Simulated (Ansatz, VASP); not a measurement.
One calculation of BN, two programs

```
B N
1.0
     0.00000    1.81300    1.81300
     1.81300    0.00000    1.81300
     1.81300    1.81300    0.00000
B N
1 1
Direct
  0.00000 0.00000 0.00000
  0.75000 0.75000 0.87188
```

Change from the starting cell: all N atoms moved +0.312 Å, as atom 2 along Cartesian [1 1 0].

Alike in both runs: task single point; functional r2SCAN; k mesh 12 × 12 × 12; occupations gaussian, width 0.05 eV; no spin polarisation.

```csv
,VASP,Ansatz
version,VASP 6.6.1,Ansatz 0.2.0
potentials or method,"VASP PAW PBE potentials, release 64 (B, N), cutoff 520 eV","scalar-relativistic, plane waves, PAW"
valence electrons in the cell,8,8
```

|  | VASP | Ansatz | Ansatz less VASP |
| --- | --- | --- | --- |
| gap on the k mesh at the Fermi level (eV) | 2.30 | 2.29 | -0.003 |
| least direct gap on the mesh (eV) | 6.96 | 6.96 | -0.005 |
| pressure (GPa) | 24.7 | 24.0 | -0.62 |
| traceless stress, the component that is largest in VASP (GPa) | 28.08 | 28.26 | +0.173 |
| rms of the force components (eV/Å) | 4.957 | 4.975 | +0.0183 |

VASP's potentials were made for PBE, not for r2SCAN. Atom by atom the forces differ by 0.018 eV/Å (rms over components). With one functional, cell and mesh, what is left measures potentials, basis and numerics.
